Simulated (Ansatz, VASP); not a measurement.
# KBr: VASP beside Ansatz

```
K Br
1.0
     0.00000    3.30225    3.35178
     3.30225    0.00000    3.35178
     3.30225    3.30225    0.00000
K Br
1 1
Direct
  0.00000 0.00000 0.00000
  0.50000 0.50000 0.50000
```

Change from the starting cell: uniaxial_z strain +1.5%.

Alike in both runs: task single point; functional PBE; k mesh 6 × 6 × 6; occupations fermi-dirac, width 0.02 eV; no spin polarisation.

```csv
,VASP,Ansatz
version,VASP 6.6.1,Ansatz 0.2.0
potentials or method,"VASP PAW PBE potentials, release 64 (K_sv, Br)","plane waves, PAW"
plane-wave cutoff (eV),520,420
valence electrons in the cell,16,16
```

```csv
,VASP,Ansatz,Ansatz less VASP
gap on the k mesh at the Fermi level (eV),4.39,4.39,+0.001
pressure (GPa),0.5,0.5,-0.04
"traceless stress, the component that is largest in VASP (GPa)",-0.29,-0.29,+0.005
```

The functional is the same, so the differences come from potentials, cutoffs and numerics.
